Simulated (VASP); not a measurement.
# H10CO6 in VASP: notebook, part 2 of 2

VASP 6.6.1. Earlier steps stand in the parts before.

## 3. Single point, r2SCAN

POSCAR

```
H10CO6
1.0
    5.2704420000      0.0000000000      0.0000000000
    0.0000000000      5.2704420000      0.0000000000
    0.0000000000      0.0000000000      5.2704420000
O H C
6 10 1
Direct
    0.1009213269      0.5638426530      0.1269153517
    0.4102502219      1.0083025295      0.9402437215
    0.9729354768      0.0809040304      0.6795824715
    0.6869253091      0.2028482621      0.2608509875
    0.5450017285      0.7079671876      0.3614118133
    0.4559769370      0.5127084218      0.7125208853
    0.1954295294      0.4328289734      0.0476051155
    0.0225977252      0.4188263527      0.2330924048
    0.2947380884      1.0702138454      0.8032722872
    0.4246702648      0.8358502000      0.8843281076
    0.8767196376      0.1040709679      0.5201651019
    0.8384496025      0.0762554640      0.8201209690
    0.5661195019      0.0835224067      0.2123161587
    0.6344439423      0.3378274536      0.1398744166
    0.3562509558      0.6800947625      0.3716576333
    0.8287540210      0.5860419297      0.6369105286
    0.6231545665      0.5939729533      0.5772760615
```

INCAR.step1

```
  PREC = Accurate
  ENCUT = 910
  ISMEAR = -1
  SIGMA = 0.05
  LREAL = Auto
  LASPH = T
  NELM = 120
  NBANDS = 39
  GGA = PE
  ALGO = Normal
  EDIFF = 1E-5
  LWAVE = T
  LCHARG = F
  GGA_COMPAT = F
```

INCAR.step2

```
  PREC = Accurate
  ENCUT = 910
  EDIFF = 1E-6
  ISMEAR = -1
  SIGMA = 0.05
  LREAL = Auto
  LASPH = T
  NELM = 120
  ALGO = Normal
  ISIF = 2
  LWAVE = F
  LCHARG = F
  METAGGA = R2SCAN
  LMIXTAU = T
  NBANDS = 39
  ISTART = 1
  GGA_COMPAT = F
```

KPOINTS

```
regular mesh
0
Gamma
  1 1 1
```

Potentials or basis: VASP PAW PBE potentials, release 64 (O_h, H_h, C_h).

The run is started by

```bash
$ cat potpaw_PBE.64/O_h/POTCAR potpaw_PBE.64/H_h/POTCAR potpaw_PBE.64/C_h/POTCAR > POTCAR
$ cp INCAR.step1 INCAR
$ mpirun -np 1 vasp_gam > vasp.out
$ cp INCAR.step2 INCAR
$ mpirun -np 1 vasp_gam > vasp.out
```

OUTCAR:

```text
PREC = Accurate
   ENCUT = 910
   EDIFF = 1E-6
   ISMEAR = -1
   LREAL = Auto
   LASPH = T
   NELM = 120
   ISIF = 2
   METAGGA = R2SCAN
   ISTART = 1

 ion  position               nearest neighbor table
   1  0.101  0.564  0.127-   7 0.95   8 1.03
   2  0.410  0.008  0.940-  10 0.96   9 1.00
   3  0.973  0.081  0.680-  11 0.99  12 1.03
[... 257 lines left out ...]
  -------------------------------------------------------------------------------------
  Total       -2.8508336      1.2679481     -1.9415341      1.7584829      3.1334652     -1.5738423
  in kB      -31.1990475     13.8762129    -21.2478254     19.2445440     34.2921205    -17.2238674
  external PRESSURE =     -12.8568866 kB  Pullay stress =       0.0000000 kB

 VOLUME and BASIS-vectors are now :
 -----------------------------------------------------------------------------
  energy-cutoff  :      910.00
  volume of cell :      146.40
      direct lattice vectors                 reciprocal lattice vectors
     5.270442000  0.000000000  0.000000000     0.189737407  0.000000000  0.000000000
     0.000000000  5.270442000  0.000000000     0.000000000  0.189737407  0.000000000
     0.000000000  0.000000000  5.270442000     0.000000000  0.000000000  0.189737407

 POSITION                                       TOTAL-FORCE (eV/Angst)
 -----------------------------------------------------------------------------------
      0.53190      2.97170      0.66890        -1.468363     -2.514586      2.268536
      2.16220      0.04376      4.95550        -0.962143      0.244116     -1.657287
      5.12780      0.42640      3.58170        -1.971118      0.036677      0.885274
      3.62040      1.06910      1.37480         1.252780      2.975760     -0.493826
      2.87240      3.73130      1.90480         0.693187     -0.308543      1.276306
      2.40320      2.70220      3.75530         0.335478     -0.682527      1.093391
[... 9 lines left out ...]
      4.36790      3.08870      3.35680        -0.312288      0.226526     -0.794883
      3.28430      3.13050      3.04250        -1.167971      0.477178     -0.554428
 -----------------------------------------------------------------------------------
    total drift:                               -0.003155      0.002195      0.001547

  FREE ENERGIE OF THE ION-ELECTRON SYSTEM (eV)
  ---------------------------------------------------
  free  energy   TOTEN  =       -95.5038744961 eV

  energy  without entropy=      -95.5038744960  energy(sigma->0) =      -95.50387450
```

OUTCAR.step1:

```text
PREC = Accurate
   ENCUT = 910
   ISMEAR = -1
   LREAL = Auto
   LASPH = T
   NELM = 120
[... 284 lines left out ...]
      2.87240      3.73130      1.90480         0.951852     -0.077111      0.925139
      2.40320      2.70220      3.75530        -0.166316     -0.910730      1.515482
[... 9 lines left out ...]
      4.36790      3.08870      3.35680        -0.106610      0.216179     -0.695829
      3.28430      3.13050      3.04250        -0.754527      0.580092     -0.730165
 -----------------------------------------------------------------------------------
    total drift:                               -0.003188      0.001830      0.001797

  FREE ENERGIE OF THE ION-ELECTRON SYSTEM (eV)
  ---------------------------------------------------
  free  energy   TOTEN  =       -87.6115669381 eV

  energy  without entropy=      -87.6115669381  energy(sigma->0) =      -87.61156694
```

Run time: 69 s. Hardware: 1 thread of AMD EPYC 9R45 (Zen 5), shared host; peak memory 0.37 GiB.

What came out:

| Item | Value |
| --- | --- |
| Free energy | -95.5039 eV |
| Pressure | -1.3 GPa |
| Largest force | 3.691 eV/Å |
| Band gap on the k mesh | 5.80 eV |

Forces in eV/Å, atoms in the order of the input:
```
O   -1.468 -2.515  2.269
O   -0.962  0.244 -1.657
O   -1.971  0.037  0.885
O    1.253  2.976 -0.494
O    0.693 -0.309  1.276
O    0.335 -0.683  1.093
H    1.416  0.034 -1.721
H   -0.104  2.321 -0.508
H    0.286  0.014  0.972
H   -0.038 -0.571  0.515
H    0.262  0.015  0.759
H    1.518  0.062 -1.739
H   -1.158 -1.890 -0.479
H    0.801 -0.634  0.944
H    0.618  0.194 -0.767
H   -0.312  0.227 -0.795
C   -1.168  0.477 -0.554
```

Stress tensor (GPa, compression positive):
```
-3.12  1.92 -1.72
 1.92  1.39  3.43
-1.72  3.43 -2.12
```

Caveat: the k points lie up to 1.19 Å⁻¹ apart; the cutoff is under 1.25 times the usual one of these potentials, so pressure, stress and relaxed cells hold a basis-set (Pulay) error; the PAW data sets were made with another functional, which shifts forces and pressure a little.
